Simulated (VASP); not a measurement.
# SiO2 (I-42d) in VASP: notebook

Runs on SiO2. Level: PBE. Tasks: electric field gradients, single point.

Everything below comes from runs of VASP 6.6.1. Logs are shortened: lines on timing, memory, paths and dates and some standing lists are left out, and cuts for length are marked.

## (1) The cell of the first run

Symmetry: I-42d, No. 122, tetragonal system. The conventional cell has a = 4.780 Å, b = 4.780 Å, c = 7.538 Å, α = 90.00°, β = 90.00°, γ = 90.00°. Within 2.2 Å of Si (site symmetry -4) lie 4 O at 1.63 Å. O (site symmetry 2) has 2 Si at 1.63 Å within 2.2 Å.

## (2) Electric field gradients, PBE (14.35 Å³/atom)

File INCAR:

```
ALGO = Normal
EDIFF = 1E-8
ENCUT = 520
GGA = PE
ISIF = 2
ISMEAR = -1
LASPH = True
LCHARG = False
LEFG = True
LREAL = False
LWAVE = False
NBANDS = 25
NELM = 100
PREC = Accurate
SIGMA = 0.03
```

File KPOINTS:

```
k-points
0
Gamma
  7 7 7
```

File POSCAR:

```
SiO2
1.0
   -2.3897726436      2.3897726436      3.7687954246
    2.3897726436     -2.3897726436      3.7687954246
    2.3897726436      2.3897726436     -3.7687954246
Si O
2 4
Direct
    0.0000000000      0.0000000000      0.0000000000
    0.7500000000      0.2500000000      0.5000000000
    0.9983800000      0.6250000000      0.8733800000
    0.3750000000      0.2483800000      0.3733800000
    0.7516200000      0.1250000000      0.1266200000
    0.8750000000      0.0016200000      0.6266200000
```

Potentials or basis: VASP PAW PBE potentials, release 64 (Si, O).

On the command line:

```
$ cat potpaw_PBE.64/Si/POTCAR potpaw_PBE.64/O/POTCAR > POTCAR
$ mpirun -np 1 vasp_std > vasp.out
```

OUTCAR:

```text
EDIFF = 1E-8
   ENCUT = 520
   GGA = PE
   ISIF = 2
   ISMEAR = -1
   LASPH = True
   LREAL = False
   NELM = 100
   PREC = Accurate

 ion  position               nearest neighbor table
   1  0.000  0.000  0.000-   3 1.63   4 1.63   5 1.63   6 1.63   2 3.04   2 3.04   2 3.04   2 3.04

   2  0.750  0.250  0.500-   4 1.63   3 1.63   6 1.63   5 1.63   1 3.04   1 3.04   1 3.04   1 3.04

   3  0.998  0.625  0.873-   1 1.63   2 1.63
   4  0.375  0.248  0.373-   2 1.63   1 1.63
   5  0.752  0.125  0.127-   1 1.63   2 1.63
   6  0.875  0.002  0.627-   2 1.63   1 1.63

  LATTYP: Found a body centered tetragonal cell.
 ALAT       =     4.7795452872
 C/A-ratio  =     1.5770518734

  Lattice vectors:

 A1 = (  -2.3897726436,   2.3897726436,   3.7687954246)
 A2 = (   2.3897726436,  -2.3897726436,   3.7687954246)
 A3 = (   2.3897726436,   2.3897726436,  -3.7687954246)

Analysis of symmetry for initial positions (statically):
=====================================================================
 Subroutine PRICEL returns:
 Original cell was already a primitive cell.

 Routine SETGRP: Setting up the symmetry group for a
 body centered tetragonal supercell.

 Subroutine GETGRP returns: Found  8 space group operations
 (whereof  4 operations were pure point group operations)
 out of a pool of 16 trial point group operations.

The static configuration has the point symmetry S_4 .
 The point group associated with its full space group is D_2d.

Analysis of symmetry for dynamics (positions and initial velocities):
=====================================================================
 Subroutine PRICEL returns:
 Original cell was already a primitive cell.

 Routine SETGRP: Setting up the symmetry group for a
 body centered tetragonal supercell.

 Subroutine GETGRP returns: Found  8 space group operations
 (whereof  4 operations were pure point group operations)
 out of a pool of 16 trial point group operations.

The dynamic configuration has the point symmetry S_4 .
 The point group associated with its full space group is D_2d.

 Subroutine INISYM returns: Found  8 space group operations
 (whereof  4 operations are pure point group operations),
[... 158 lines left out ...]

 k-point     1 :       0.0000    0.0000    0.0000
  band No.  band energies     occupation
      1     -19.2532      2.00000
      2     -17.1971      2.00000
      3     -17.1777      2.00000
      4     -17.1777      2.00000
      5      -8.9957      2.00000
      6      -5.4588      2.00000
[... 661 lines left out ...]
     24      12.5600      0.00000
     25      12.8828      0.00000

 [... further k-points ...]

------------------------ aborting loop because EDIFF is reached ----------------------------------------

  FORCE on cell =-STRESS in cart. coord.  units (eV):
  Direction    XX          YY          ZZ          XY          YZ          ZX
  --------------------------------------------------------------------------------------
  -------------------------------------------------------------------------------------
  Total        0.5358136      0.5358136     -0.5276780      0.0000000      0.0000000      0.0000000
  in kB        9.9712267      9.9712267     -9.8198278      0.0000000      0.0000000      0.0000000
  external PRESSURE =       3.3742085 kB  Pullay stress =       0.0000000 kB

 VOLUME and BASIS-vectors are now :
 -----------------------------------------------------------------------------
  energy-cutoff  :      520.00
  volume of cell :       86.09
      direct lattice vectors                 reciprocal lattice vectors
    -2.389772644  2.389772644  3.768795425     0.000000000  0.209224924  0.132668384
     2.389772644 -2.389772644  3.768795425     0.209224924  0.000000000  0.132668384
     2.389772644  2.389772644 -3.768795425     0.209224924  0.209224924  0.000000000

 POSITION                                       TOTAL-FORCE (eV/Angst)
 -----------------------------------------------------------------------------------
      0.00000      0.00000      0.00000         0.000000     -0.000000      0.000000
      0.00000      2.38977      1.88440         0.000000     -0.000000     -0.000000
      1.19489      2.97947      2.82660         0.000000     -0.115860     -0.000000
      0.58970      1.19489      0.94220        -0.115860     -0.000000     -0.000000
     -1.19489      1.80007      2.82660         0.000000      0.115860     -0.000000
     -0.58970      3.58466      0.94220         0.115860     -0.000000     -0.000000
 -----------------------------------------------------------------------------------
    total drift:                                0.000002      0.000002      0.000002

  FREE ENERGIE OF THE ION-ELECTRON SYSTEM (eV)
  ---------------------------------------------------
  free  energy   TOTEN  =       -47.4138997414 eV

  energy  without entropy=      -47.4138997414  energy(sigma->0) =      -47.41389974

 Electric field gradients (V/A^2)
---------------------------------------------------------------------
 ion       V_xx      V_yy      V_zz      V_xy      V_xz      V_yz
---------------------------------------------------------------------
   1       2.998     2.997    -5.995    -0.000    -0.000    -0.000
   2       2.997     2.998    -5.995    -0.000    -0.000    -0.000
   3      28.938   -29.037     0.100     0.003    72.730     0.002
   4     -29.037    28.938     0.100     0.003     0.002    72.730
   5      28.938   -29.038     0.100     0.003   -72.725     0.002
   6     -29.038    28.938     0.100     0.003     0.002   -72.725
---------------------------------------------------------------------

 Electric field gradients after diagonalization (V/A^2)
 (convention: |V_zz| > |V_xx| > |V_yy|)
----------------------------------------------------------------------
 ion       V_xx      V_yy      V_zz     asymmetry (V_yy - V_xx)/ V_zz
----------------------------------------------------------------------
   1       2.998     2.997    -5.995       0.000
   2       2.998     2.997    -5.995       0.000
   3     -59.627   -29.037    88.665       0.345
   4     -59.627   -29.037    88.665       0.345
   5     -59.622   -29.038    88.660       0.345
   6     -59.622   -29.038    88.660       0.345
----------------------------------------------------------------------

           NMR quadrupolar parameters

 Cq : quadrupolar parameter    Cq=e*Q*V_zz/h
 eta: asymmetry parameters     (V_yy - V_xx)/ V_zz
 Q  : nuclear electric quadrupole moment in mb (millibarn)
----------------------------------------------------------------------
 ion       Cq(MHz)       eta       Q (mb)
----------------------------------------------------------------------
   1      -0.014       0.000       1.000
   2      -0.014       0.000       1.000
   3       0.214       0.345       1.000
   4       0.214       0.345       1.000
   5       0.214       0.345       1.000
   6       0.214       0.345       1.000
----------------------------------------------------------------------
```

OSZICAR:

```text
N       E                     dE             d eps       ncg     rms          rms(c)
DAV:   1     0.171871114782E+03    0.17187E+03   -0.16222E+04  2000   0.114E+03
DAV:   2    -0.420073900626E+02   -0.21388E+03   -0.20544E+03  2651   0.274E+02
DAV:   3    -0.534802673990E+02   -0.11473E+02   -0.11423E+02  2665   0.652E+01
DAV:   4    -0.535909757001E+02   -0.11071E+00   -0.11065E+00  2344   0.728E+00
DAV:   5    -0.535923303374E+02   -0.13546E-02   -0.13543E-02  2669   0.792E-01    0.200E+01
DAV:   6    -0.473833446968E+02    0.62090E+01   -0.19638E+01  2428   0.281E+01    0.985E+00
DAV:   7    -0.474085539929E+02   -0.25209E-01   -0.67592E-01  2578   0.451E+00    0.351E+00
DAV:   8    -0.474059322874E+02    0.26217E-02   -0.32255E-02  2568   0.156E+00    0.135E+00
DAV:   9    -0.474127818889E+02   -0.68496E-02   -0.18923E-02  2432   0.105E+00    0.274E-01
DAV:  10    -0.474139102755E+02   -0.11284E-02   -0.17626E-03  2303   0.254E-01    0.783E-02
DAV:  11    -0.474138953898E+02    0.14886E-04   -0.41351E-04  2504   0.144E-01    0.153E-02
DAV:  12    -0.474138983202E+02   -0.29305E-05   -0.14990E-05  2504   0.259E-02    0.125E-02
DAV:  13    -0.474138995183E+02   -0.11981E-05   -0.40351E-06  2312   0.132E-02    0.317E-03
DAV:  14    -0.474138997327E+02   -0.21434E-06   -0.15176E-07  2528   0.277E-03    0.931E-04
DAV:  15    -0.474138997414E+02   -0.87566E-08   -0.18614E-08  2088   0.954E-04
   1 F= -.47413900E+02 E0= -.47413900E+02  d E =-.508875E-11
```

Run time: 63 s. Hardware: 1 thread of AMD EPYC 9R45 (Zen 5), shared host; peak memory 0.23 GiB.

What came out:

| Item | Value |
| --- | --- |
| Free energy | -47.4139 eV |
| Pressure | 0.3 GPa |
| Largest force | 0.116 eV/Å |
| Band gap on the k mesh | 5.90 eV |
| Largest electric field gradient by atom | Si -6.0; O +88.7 V/Å² |

Forces on the atoms (eV/Å):
```
Si   0.000  0.000  0.000
Si   0.000  0.000  0.000
O    0.000 -0.116  0.000
O   -0.116  0.000  0.000
O    0.000  0.116  0.000
O    0.116  0.000  0.000
```

Levels at points of the mesh, in eV from the valence-band top:
```
           k point  band 12  band 13  band 14  band 15  band 16  band 17  band 18  band 19  band 20  band 21
(0.00, 0.00, 0.00)    -1.32    -1.29    -1.04     0.00     0.00     5.90     8.64    11.16    11.16    11.19
```

Electric field gradients, principal values (V/Å²):
| atom | least | middle | greatest (by size) |
| --- | --- | --- | --- |
| 1 Si | 2.997 | 2.998 | -5.995 |
| 2 Si | 2.997 | 2.998 | -5.995 |
| 3 O | -29.037 | -59.627 | 88.665 |
| 4 O | -29.037 | -59.627 | 88.665 |
| 5 O | -29.038 | -59.622 | 88.660 |
| 6 O | -29.038 | -59.622 | 88.660 |

Caveat: without QUAD_EFG the Cq values of the log hold for a quadrupole moment of 1 mb, not for the nuclei; an odd mesh through Γ misses points on the zone boundary, where band edges can lie.

## (3) Electric field gradients, PBE (14.91 Å³/atom)

This run uses another cell than the first one, of 14.91 Å³/atom.

File INCAR:

```
SYSTEM = SiO2
PREC     = Accurate       ! precision mode
ENCUT    = 520            ! plane-wave cutoff, eV
EDIFF    = 1E-8           ! SCF threshold, eV
ISMEAR   = -1             ! smearing method
SIGMA    = 0.03           ! smearing width, eV
LREAL    = .False.        ! projectors in reciprocal space
LASPH    = .True.         ! aspherical terms in the spheres
NELM     = 100            ! most SCF steps
ALGO     = Normal         ! electronic algorithm
ISIF     = 2              ! what is computed and relaxed
LWAVE    = .False.        ! write WAVECAR
LCHARG   = .False.        ! write CHGCAR
GGA      = PE             ! functional
LEFG     = .True.       
NBANDS   = 25             ! bands
```

File KPOINTS:

```
Automatic mesh
0
Gamma
  7 7 7
  0 0 0
```

POSCAR: that of step 2 with these lines changed.

```diff
@@ -2,5 +2,5 @@
 1.0
-   -2.3897726436      2.3897726436      3.7687954246
-    2.3897726436     -2.3897726436      3.7687954246
-    2.3897726436      2.3897726436     -3.7687954246
+   -2.4206118211      2.4206118211      3.8174304072
+    2.4206118211     -2.4206118211      3.8174304072
+    2.4206118211      2.4206118211     -3.8174304072
 Si O
```

Potentials or basis: VASP PAW PBE potentials, release 64 (Si, O).

On the command line:

```
$ cat potpaw_PBE.64/Si/POTCAR potpaw_PBE.64/O/POTCAR > POTCAR
$ mpirun -np 1 vasp_std > vasp.out
```

OUTCAR:

```text
SYSTEM = SiO2
   PREC = Accurate
   ENCUT = 520
   EDIFF = 1E-8
   ISMEAR = -1
   LREAL = .False.
   LASPH = .True.
   NELM = 100
   ISIF = 2
   GGA = PE

 ion  position               nearest neighbor table
   1  0.000  0.000  0.000-   4 1.65   6 1.65   5 1.65   3 1.65   2 3.08   2 3.08   2 3.08   2 3.08

   2  0.750  0.250  0.500-   3 1.65   5 1.65   4 1.65   6 1.65   1 3.08   1 3.08   1 3.08   1 3.08

   3  0.998  0.625  0.873-   2 1.65   1 1.65
   4  0.375  0.248  0.373-   1 1.65   2 1.65
   5  0.752  0.125  0.127-   2 1.65   1 1.65
   6  0.875  0.002  0.627-   1 1.65   2 1.65

  LATTYP: Found a body centered tetragonal cell.
 ALAT       =     4.8412236422
 C/A-ratio  =     1.5770518734

  Lattice vectors:

 A1 = (  -2.4206118211,   2.4206118211,   3.8174304072)
 A2 = (   2.4206118211,  -2.4206118211,   3.8174304072)
 A3 = (   2.4206118211,   2.4206118211,  -3.8174304072)

Analysis of symmetry for initial positions (statically):
=====================================================================
 Subroutine PRICEL returns:
 Original cell was already a primitive cell.

 Routine SETGRP: Setting up the symmetry group for a
 body centered tetragonal supercell.

 Subroutine GETGRP returns: Found  8 space group operations
 (whereof  4 operations were pure point group operations)
 out of a pool of 16 trial point group operations.

The static configuration has the point symmetry S_4 .
 The point group associated with its full space group is D_2d.

Analysis of symmetry for dynamics (positions and initial velocities):
=====================================================================
[... 854 lines left out ...]
  Total       -2.6295988     -2.6295988     -3.8380049      0.0000000     -0.0000000      0.0000000
  in kB      -47.0889119    -47.0889119    -68.7281560      0.0000000     -0.0000000      0.0000000
  external PRESSURE =     -54.3019933 kB  Pullay stress =       0.0000000 kB

 VOLUME and BASIS-vectors are now :
 -----------------------------------------------------------------------------
  energy-cutoff  :      520.00
  volume of cell :       89.47
      direct lattice vectors                 reciprocal lattice vectors
    -2.420611821  2.420611821  3.817430407     0.000000000  0.206559348  0.130978157
     2.420611821 -2.420611821  3.817430407     0.206559348  0.000000000  0.130978157
     2.420611821  2.420611821 -3.817430407     0.206559348  0.206559348  0.000000000

 POSITION                                       TOTAL-FORCE (eV/Angst)
 -----------------------------------------------------------------------------------
      0.00000      0.00000      0.00000        -0.000000      0.000000     -0.000000
     -0.00000      2.42061      1.90872        -0.000000      0.000000      0.000000
      1.21031      3.01792      2.86307        -0.000000     -0.556383      0.000000
      0.59731      1.21031      0.95436        -0.556383      0.000000      0.000000
     -1.21031      1.82330      2.86307        -0.000000      0.556383      0.000000
     -0.59731      3.63092      0.95436         0.556383      0.000000      0.000000
 -----------------------------------------------------------------------------------
    total drift:                               -0.000001     -0.000001     -0.000001

  FREE ENERGIE OF THE ION-ELECTRON SYSTEM (eV)
  ---------------------------------------------------
  free  energy   TOTEN  =       -47.3622074081 eV

  energy  without entropy=      -47.3622074081  energy(sigma->0) =      -47.36220741

 Electric field gradients (V/A^2)
---------------------------------------------------------------------
 ion       V_xx      V_yy      V_zz      V_xy      V_xz      V_yz
---------------------------------------------------------------------
   1       3.088     3.088    -6.176    -0.000    -0.000    -0.000
   2       3.088     3.088    -6.176    -0.000    -0.000    -0.000
   3      30.693   -30.489    -0.205     0.003    78.038     0.002
   4     -30.489    30.693    -0.205     0.003     0.002    78.038
   5      30.694   -30.489    -0.204     0.003   -78.034     0.002
   6     -30.489    30.694    -0.204     0.003     0.002   -78.034
---------------------------------------------------------------------

 Electric field gradients after diagonalization (V/A^2)
 (convention: |V_zz| > |V_xx| > |V_yy|)
----------------------------------------------------------------------
 ion       V_xx      V_yy      V_zz     asymmetry (V_yy - V_xx)/ V_zz
----------------------------------------------------------------------
   1       3.088     3.087    -6.176       0.000
   2       3.088     3.087    -6.176       0.000
   3     -64.309   -30.489    94.797       0.357
   4     -64.309   -30.489    94.797       0.357
   5     -64.304   -30.489    94.794       0.357
   6     -64.304   -30.489    94.794       0.357
----------------------------------------------------------------------

           NMR quadrupolar parameters

 Cq : quadrupolar parameter    Cq=e*Q*V_zz/h
 eta: asymmetry parameters     (V_yy - V_xx)/ V_zz
 Q  : nuclear electric quadrupole moment in mb (millibarn)
----------------------------------------------------------------------
 ion       Cq(MHz)       eta       Q (mb)
----------------------------------------------------------------------
   1      -0.015       0.000       1.000
   2      -0.015       0.000       1.000
   3       0.229       0.357       1.000
   4       0.229       0.357       1.000
   5       0.229       0.357       1.000
   6       0.229       0.357       1.000
----------------------------------------------------------------------
```

OSZICAR:

```text
N       E                     dE             d eps       ncg     rms          rms(c)
DAV:   1     0.173125933311E+03    0.17313E+03   -0.16130E+04  2000   0.114E+03
DAV:   2    -0.414338534998E+02   -0.21456E+03   -0.20630E+03  2708   0.269E+02
DAV:   3    -0.532617827197E+02   -0.11828E+02   -0.11777E+02  2695   0.645E+01
DAV:   4    -0.533743278651E+02   -0.11255E+00   -0.11250E+00  2360   0.730E+00
DAV:   5    -0.533756753727E+02   -0.13475E-02   -0.13473E-02  2689   0.788E-01    0.192E+01
DAV:   6    -0.473209291377E+02    0.60547E+01   -0.19605E+01  2406   0.279E+01    0.934E+00
DAV:   7    -0.473539125369E+02   -0.32983E-01   -0.62515E-01  2527   0.443E+00    0.340E+00
DAV:   8    -0.473539463096E+02   -0.33773E-04   -0.28428E-02  2595   0.152E+00    0.131E+00
DAV:   9    -0.473611435813E+02   -0.71973E-02   -0.17211E-02  2414   0.103E+00    0.281E-01
DAV:  10    -0.473622582865E+02   -0.11147E-02   -0.18828E-03  2345   0.256E-01    0.798E-02
DAV:  11    -0.473622028426E+02    0.55444E-04   -0.46600E-04  2456   0.148E-01    0.171E-02
DAV:  12    -0.473622060526E+02   -0.32100E-05   -0.15419E-05  2516   0.256E-02    0.150E-02
DAV:  13    -0.473622073327E+02   -0.12802E-05   -0.54580E-06  2208   0.153E-02    0.231E-03
DAV:  14    -0.473622074131E+02   -0.80321E-07   -0.40775E-07  2656   0.424E-03    0.731E-04
DAV:  15    -0.473622074081E+02    0.49768E-08   -0.14702E-08  1720   0.857E-04
   1 F= -.47362207E+02 E0= -.47362207E+02  d E =-.181279E-10
```

stdout:

```text
POSCAR found type information on POSCAR SiO
 POSCAR found :  2 types and       6 ions
 scaLAPACK will be used
 LDA part: xc-table for (Slater+PW92), standard interpolation
 POSCAR, INCAR and KPOINTS ok, starting setup
 FFT: planning ... GRIDC
 FFT: planning ... GRID_SOFT
 FFT: planning ... GRID
 WAVECAR not read
 entering main loop
ion   1

ion   2

ion   3

ion   4

ion   5

ion   6
```

It took 64 s on 1 thread of AMD EPYC 9R45 (Zen 5), shared host; peak memory 0.23 GiB.

What came out:

```yaml
Free_energy: -47.3622 eV
Pressure: -5.4 GPa
Largest_force: 0.556 eV/Å
Band_gap_on_the_k_mesh: 5.62 eV
Largest_electric_field_gradient_by_atom: Si -6.2; O +94.8 V/Å²
```

Forces on the atoms (eV/Å):
```
Si   0.000  0.000  0.000
Si   0.000  0.000  0.000
O    0.000 -0.556  0.000
O   -0.556  0.000  0.000
O    0.000  0.556  0.000
O    0.556  0.000  0.000
```

Electric field gradients, principal values (V/Å²):
| atom | least | middle | greatest (by size) |
| --- | --- | --- | --- |
| 1 Si | 3.087 | 3.088 | -6.176 |
| 2 Si | 3.087 | 3.088 | -6.176 |
| 3 O | -30.489 | -64.309 | 94.797 |
| 4 O | -30.489 | -64.309 | 94.797 |
| 5 O | -30.489 | -64.304 | 94.794 |
| 6 O | -30.489 | -64.304 | 94.794 |

Caveat: the cell stands under tension; without QUAD_EFG the Cq values of the log hold for a quadrupole moment of 1 mb, not for the nuclei; an odd mesh through Γ misses points on the zone boundary, where band edges can lie.

(Part 1 of 2 ends here.)
